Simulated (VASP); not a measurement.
A run of VASP 6.6.1 is set up as follows.

INCAR

```
SYSTEM = As
  PREC = Accurate
  ENCUT = 500
  EDIFF = 1E-6
  ISMEAR = 0
  SIGMA = 0.1
  LREAL = .FALSE.
  LASPH = .TRUE.
  NELM = 120
  ALGO = Normal
  ISIF = 2
  LWAVE = .FALSE.
  LCHARG = .TRUE.
  GGA = PE
  LELF = .TRUE.
  LVHAR = .TRUE.
  NBANDS = 18
  GGA_COMPAT = .FALSE.
```

KPOINTS

```
Automatic mesh
0
G
  6 6 4
  0 0 0
```

File POSCAR:

```
As
1.0
    4.4516865965      0.0000000000      0.0000000000
   -2.2258432983      3.8552736823      0.0000000000
    0.0000000000      0.0000000000      5.6286651107
As
4
Direct
    0.0000000000      0.0000000000      0.2500000000
    0.0000000000      0.0000000000      0.7500000000
    0.3333333333      0.6666666667      0.7500000000
    0.6666666667      0.3333333333      0.2500000000
```

Potentials or basis: VASP PAW PBE potentials, release 64 (As).

Run with:

```sh
$ cat potpaw_PBE.64/As/POTCAR > POTCAR
$ mpirun -np 1 vasp_std > vasp.out
```

What does it give for the pressure?

0.0 GPa.

Estimate the band gap on the k mesh.

zero (band 10 reaches 4.66 eV, above the bottom of band 11 at 3.73 eV).
